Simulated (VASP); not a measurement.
# InSb3 (Fm-3m) in VASP: further runs

Runs on InSb3. Level: PBEsol. Tasks: single point, relaxation of cell and atoms.

Program: VASP 6.6.1. These are calculated values, not measurements. Logs are shortened: lines on timing, memory, paths and dates and some standing lists are left out, and cuts for length are marked.

## (1) The cell of the first run

The structure is cubic, space group Fm-3m (No. 225). The conventional cell has a = 7.594 Å, b = 7.594 Å, c = 7.594 Å, α = 90.00°, β = 90.00°, γ = 90.00°. In (site symmetry m-3m) has 14 Sb at 3.29 to 3.80 Å within 4.3 Å. Sb (site symmetry -43m) has 4 In at 3.29 Å and 10 Sb at 3.29 to 3.80 Å within 4.3 Å. Within 4.3 Å of Sb (site symmetry m-3m) lie 8 Sb at 3.29 Å and 6 In at 3.80 Å.

## (2) Single point, PBEsol (27.37 Å³/atom)

INCAR reads:

```
SYSTEM = InSb3
PREC = Accurate
ENCUT = 520
EDIFF = 1E-6
ISMEAR = 0
SIGMA = 0.1
LREAL = .FALSE.
LASPH = .TRUE.
NELM = 60
ALGO = Normal
ISIF = 2
LWAVE = .FALSE.
LCHARG = .FALSE.
GGA = PS
NBANDS = 22
```

KPOINTS reads:

```
Automatic mesh
0
G
  10 10 10
  0 0 0
```

POSCAR reads:

```
InSb3
1.0
    0.0000000000      3.7969201304      3.7969201304
    3.7969201304      0.0000000000      3.7969201304
    3.7969201304      3.7969201304      0.0000000000
In Sb
1 3
Direct
    0.0000000000      0.0000000000      0.0000000000
    0.2500000000      0.2500000000      0.2500000000
    0.7500000000      0.7500000000      0.7500000000
    0.5000000000      0.5000000000      0.5000000000
```

Potentials or basis: VASP PAW PBE potentials, release 64 (In_d, Sb).

The run is started by

```console
$ cat potpaw_PBE.64/In_d/POTCAR potpaw_PBE.64/Sb/POTCAR > POTCAR
$ mpirun -np 1 vasp_std > vasp.out
```

OUTCAR:

```text
SYSTEM = InSb3
   PREC = Accurate
   ENCUT = 520
   EDIFF = 1E-6
   ISMEAR = 0
   LREAL = .FALSE.
   LASPH = .TRUE.
   NELM = 60
   ISIF = 2
   GGA = PS

 ion  position               nearest neighbor table
   1  0.000  0.000  0.000-   3 3.29   3 3.29   3 3.29   2 3.29   3 3.29   2 3.29   2 3.29   2 3.29
                             4 3.80   4 3.80   4 3.80   4 3.80   4 3.80   4 3.80
   2  0.250  0.250  0.250-   1 3.29   1 3.29   1 3.29   1 3.29   4 3.29   4 3.29   4 3.29   4 3.29

   3  0.750  0.750  0.750-   4 3.29   4 3.29   4 3.29   1 3.29   4 3.29   1 3.29   1 3.29   1 3.29

   4  0.500  0.500  0.500-   2 3.29   2 3.29   2 3.29   2 3.29   3 3.29   3 3.29   3 3.29   3 3.29
                             1 3.80   1 3.80   1 3.80   1 3.80   1 3.80   1 3.80

  LATTYP: Found a face centered cubic cell.
 ALAT       =     7.5938402608

  Lattice vectors:

 A1 = (   0.0000000000,   3.7969201304,   3.7969201304)
 A2 = (   3.7969201304,   0.0000000000,   3.7969201304)
 A3 = (   3.7969201304,   3.7969201304,   0.0000000000)

Analysis of symmetry for initial positions (statically):
=====================================================================
 Subroutine PRICEL returns:
 Original cell was already a primitive cell.

 Routine SETGRP: Setting up the symmetry group for a
 face centered cubic supercell.

 Subroutine GETGRP returns: Found 48 space group operations
 (whereof 48 operations were pure point group operations)
 out of a pool of 48 trial point group operations.

The static configuration has the point symmetry O_h .

Analysis of symmetry for dynamics (positions and initial velocities):
=====================================================================
 Subroutine PRICEL returns:
 Original cell was already a primitive cell.

 Routine SETGRP: Setting up the symmetry group for a
 face centered cubic supercell.

 Subroutine GETGRP returns: Found 48 space group operations
 (whereof 48 operations were pure point group operations)
 out of a pool of 48 trial point group operations.

The dynamic configuration has the point symmetry O_h .

 Subroutine INISYM returns: Found 48 space group operations
 (whereof 48 operations are pure point group operations),
 and found     1 'primitive' translations

----------------------------------------------------------------------------------------

                                     Primitive cell

  volume of cell :     109.4774

  direct lattice vectors                    reciprocal lattice vectors
     0.000000000  3.796920130  3.796920130    -0.131685678  0.131685678  0.131685678
     3.796920130  0.000000000  3.796920130     0.131685678 -0.131685678  0.131685678
     3.796920130  3.796920130  0.000000000     0.131685678  0.131685678 -0.131685678

  length of vectors
     5.369655944  5.369655944  5.369655944     0.228086284  0.228086284  0.228086284

  position of ions in fractional coordinates (direct lattice)
     0.000000000  0.000000000  0.000000000
     0.250000000  0.250000000  0.250000000
     0.750000000  0.750000000  0.750000000
     0.500000000  0.500000000  0.500000000

  ion indices of the primitive-cell ions
   primitive index   ion index
                 1           1
                 2           2
                 3           3
                 4           4

----------------------------------------------------------------------------------------

 KPOINTS: Automatic mesh

Automatic generation of k-mesh.
 Grid dimensions read from file:
 generate k-points for:   10   10   10

 Generating k-lattice:

  Cartesian coordinates                     Fractional coordinates (reciprocal lattice)
    -0.013168568  0.013168568  0.013168568     0.100000000  0.000000000  0.000000000
     0.013168568 -0.013168568  0.013168568     0.000000000  0.100000000  0.000000000
     0.013168568  0.013168568 -0.013168568     0.000000000  0.000000000  0.100000000

  Length of vectors
     0.022808628  0.022808628  0.022808628

  Shift w.r.t. Gamma in fractional coordinates (k-lattice)
     0.000000000  0.000000000  0.000000000

 Subroutine IBZKPT returns following result:
 ===========================================

 Found     47 irreducible k-points:

 Following reciprocal coordinates:
            Coordinates               Weight
  0.000000  0.000000  0.000000      1.000000
  0.100000  0.000000  0.000000      8.000000
  0.200000  0.000000  0.000000      8.000000
  0.300000  0.000000  0.000000      8.000000
  0.400000  0.000000  0.000000      8.000000
  0.500000  0.000000  0.000000      4.000000
[... 16 lines left out ...]
  0.300000  0.300000  0.000000      6.000000
  0.400000  0.300000  0.000000     24.000000
 [... further k-points ...]
   k-points           NKPTS =     47   k-points in BZ     NKDIM =     47   number of bands    NBANDS=     22
   number of dos      NEDOS =    301   number of ions     NIONS =      4
   total plane-waves  NPLWV =  64000
   dimension x,y,z NGX =    40 NGY =   40 NGZ =   40
   dimension x,y,z NGXF=    80 NGYF=   80 NGZF=   80
   ions per type =               1   3
   NGX,Y,Z   is equivalent  to a cutoff of  12.38, 12.38, 12.38 a.u.
   NGXF,Y,Z  is equivalent  to a cutoff of  24.77, 24.77, 24.77 a.u.
 SYSTEM =  InSb3
   PREC   = accura    normal or accurate (medium, high low for compatibility)
   ISTART =      0    job   : 0-new  1-cont  2-samecut
   ICHARG =      2    charge: 1-file 2-atom 10-const
   ISPIN  =      1    spin polarized calculation?
   LNONCOLLINEAR =      F non collinear calculations
   LSORBIT =      F    spin-orbit coupling
   LASPH  =      T    aspherical Exc in radial PAW
   ENCUT  =  520.0 eV  38.22 Ry    6.18 a.u.   9.98  9.98  9.98*2*pi/ulx,y,z
   NELM   =     60;   NELMIN=  2; NELMDL= -5     # of ELM steps
   EDIFF  = 0.1E-05   stopping-criterion for ELM
   LREAL  =      F    real-space projection
   EDIFFG = 0.1E-04   stopping-criterion for IOM
   NSW    =      0    number of steps for IOM
   IBRION =     -1    ionic relax: 0-MD 1-quasi-New 2-CG
   NFREE  =      0    steps in history (QN), initial steepest desc. (CG)
   ISIF   =      2    stress and relaxation
   ISYM   =      2    0-nonsym 1-usesym 2-fastsym
   POTIM  = 0.5000    time-step for ionic-motion
   TEBEG  =    0.0;   TEEND  =   0.0 temperature during run
   PSTRESS=    0.0 pullay stress
   NELECT =      28.0000    total number of electrons
   NUPDOWN=      -1.0000    fix difference up-down
   EMIN   =  10.00;   EMAX   =-10.00  energy-range for DOS
   EFERMI =   0.00;   METHOD = LEGACY
   ISMEAR =     0;   SIGMA  =   0.10  broadening in eV -4-tet -1-fermi 0-gaus
   EFERMI_NEDOS =   21; number of points for ismear=-14 and -15
   IALGO  =     38    algorithm
   IMIX   =      4    mixing-type and parameters
     AMIX     =   0.40;   BMIX     =  1.00
     AMIX_MAG =   1.60;   BMIX_MAG =  1.00
  volume/ion in A,a.u.               =      27.37       184.70
  Fermi-wavevector in a.u.,A,eV,Ry     =   1.039169  1.963744 14.692544  1.079872
  Thomas-Fermi vector in A             =   2.173687
   LORBIT       =      0    0 simple, 1 ext, 2 COOP (PROOUT), +10 PAW based schemes
   GGA     = PS    functional components
   LHFCALC =     F    Hartree Fock is set to
   AEXX    =    0.0000 exact exchange contribution
   IVDW    =     0    specifies the selected vdW correction
   LEPSILON=     F    determine dielectric tensor
   LRPA    =     F    only Hartree local field effects (RPA)
 non-spin polarized calculation
 Gauss-broadening in eV      SIGMA  =   0.10
  energy-cutoff  :      520.00
  volume of cell :      109.48
 maximum number of plane-waves:      2964
   NGX = 19   NGY = 19   NGZ = 19

 number of electron      27.9999991 magnetization

 Free energy of the ion-electron system (eV)
  ---------------------------------------------------
  ext. energy  EPLUGINS =         0.00000000
  ---------------------------------------------------
  free energy    TOTEN  =       -16.10183187 eV

  energy without entropy =      -16.09174592  energy(sigma->0) =      -16.09678889

 E-fermi :   7.7767     XC(G=0): -10.2458

 val. band max:        7.7223718013   @ k =   0.4000   0.2000   0.1000
 cond. band min:       7.8029363432   @ k =   0.3000   0.2000   0.1000
 fundamental gap:      0.0805645420
 Fermi energy:         7.7767437859

 k-point     1 :       0.0000    0.0000    0.0000
  band No.  band energies     occupation
      1      -6.6090      2.00000
      2      -6.6090      2.00000
      3      -6.6090      2.00000
      4      -6.5771      2.00000
      5      -6.5771      2.00000
      6      -4.4342      2.00000
[... 14 lines left out ...]
     21      14.4774      0.00000
     22      14.4774      0.00000

 k-point     2 :       0.1000    0.0000    0.0000
  band No.  band energies     occupation
      1      -6.6103      2.00000
      2      -6.6084      2.00000
      3      -6.6084      2.00000
      4      -6.5773      2.00000
      5      -6.5773      2.00000
      6      -4.3605      2.00000
[... 14 lines left out ...]
     21      13.7860      0.00000
     22      14.3112      0.00000

 k-point     3 :       0.2000    0.0000    0.0000
  band No.  band energies     occupation
      1      -6.6141      2.00000
      2      -6.6069      2.00000
      3      -6.6069      2.00000
      4      -6.5777      2.00000
      5      -6.5777      2.00000
      6      -4.1405      2.00000
[... 14 lines left out ...]
     21      12.4086      0.00000
     22      13.7492      0.00000

 k-point     4 :       0.3000    0.0000    0.0000
  band No.  band energies     occupation
      1      -6.6192      2.00000
      2      -6.6051      2.00000
      3      -6.6051      2.00000
      4      -6.5780      2.00000
      5      -6.5780      2.00000
      6      -3.7816      2.00000
[... 14 lines left out ...]
     21      12.6470      0.00000
     22      13.5880      0.00000

 k-point     5 :       0.4000    0.0000    0.0000
  band No.  band energies     occupation
      1      -6.6235      2.00000
      2      -6.6040      2.00000
      3      -6.6040      2.00000
      4      -6.5781      2.00000
      5      -6.5781      2.00000
      6      -3.3154      2.00000
[... 417 lines left out ...]
 k-point    22 :      -0.2000    0.2000    0.0000
  band No.  band energies     occupation
      1      -6.6170      2.00000
      2      -6.6078      2.00000
      3      -6.6043      2.00000
      4      -6.5793      2.00000
      5      -6.5783      2.00000
      6      -3.6595      2.00000
[... 14 lines left out ...]
     21      13.4480      0.00000
     22      13.5575      0.00000

 k-point    23 :       0.3000    0.3000    0.0000
  band No.  band energies     occupation
      1      -6.6253      2.00000
      2      -6.6011      2.00000
      3      -6.6011      2.00000
      4      -6.5847      2.00000
      5      -6.5753      2.00000
      6      -3.5603      2.00000
[... 14 lines left out ...]
     21      12.0550      0.00000
     22      12.0550      0.00000

 k-point    24 :       0.4000    0.3000    0.0000
  band No.  band energies     occupation
      1      -6.6277      2.00000
      2      -6.6007      2.00000
      3      -6.5995      2.00000
      4      -6.5864      2.00000
      5      -6.5753      2.00000
      6      -3.2092      2.00000
[... 14 lines left out ...]
     21      12.2106      0.00000
     22      12.6221      0.00000

 [... further k-points ...]
[... 5 lines left out ...]
  --------------------------------------------------------------------------------------
  -------------------------------------------------------------------------------------
  Total       -2.1737801     -2.1737801     -2.1737801      0.0000000     -0.0000000      0.0000000
  in kB      -31.8127934    -31.8127934    -31.8127934      0.0000000     -0.0000000      0.0000000
  external PRESSURE =     -31.8127934 kB  Pullay stress =       0.0000000 kB

 VOLUME and BASIS-vectors are now :
 -----------------------------------------------------------------------------
  energy-cutoff  :      520.00
  volume of cell :      109.48
      direct lattice vectors                 reciprocal lattice vectors
     0.000000000  3.796920130  3.796920130    -0.131685678  0.131685678  0.131685678
     3.796920130  0.000000000  3.796920130     0.131685678 -0.131685678  0.131685678
     3.796920130  3.796920130  0.000000000     0.131685678  0.131685678 -0.131685678

 POSITION                                       TOTAL-FORCE (eV/Angst)
 -----------------------------------------------------------------------------------
      0.00000      0.00000      0.00000         0.000000      0.000000      0.000000
      1.89846      1.89846      1.89846         0.000000      0.000000      0.000000
      5.69538      5.69538      5.69538        -0.000000     -0.000000     -0.000000
      3.79692      3.79692      3.79692         0.000000      0.000000      0.000000
 -----------------------------------------------------------------------------------
    total drift:                               -0.000000      0.000000      0.000000

  FREE ENERGIE OF THE ION-ELECTRON SYSTEM (eV)
  ---------------------------------------------------
  free  energy   TOTEN  =       -16.1018318670 eV

  energy  without entropy=      -16.0917459162  energy(sigma->0) =      -16.09678889
```

It took 1.7 min on 1 thread of Intel Xeon 8259CL, shared host; peak memory 0.3 GiB.

Results:

```yaml
Free_energy: -16.1018 eV
Pressure: -3.2 GPa
Band_gap_on_the_k_mesh: zero (bands 14 and 15 overlap by 3.46 eV)
```

Caveat: the cell stands under tension; the PAW data sets were made with another functional, which shifts forces and pressure a little; spin-orbit coupling is left out, which moves the levels of the heavy elements.

(Part 1 of 2 ends here.)

The gap in the log of VASP goes by the Fermi energy; the results here count the filled bands.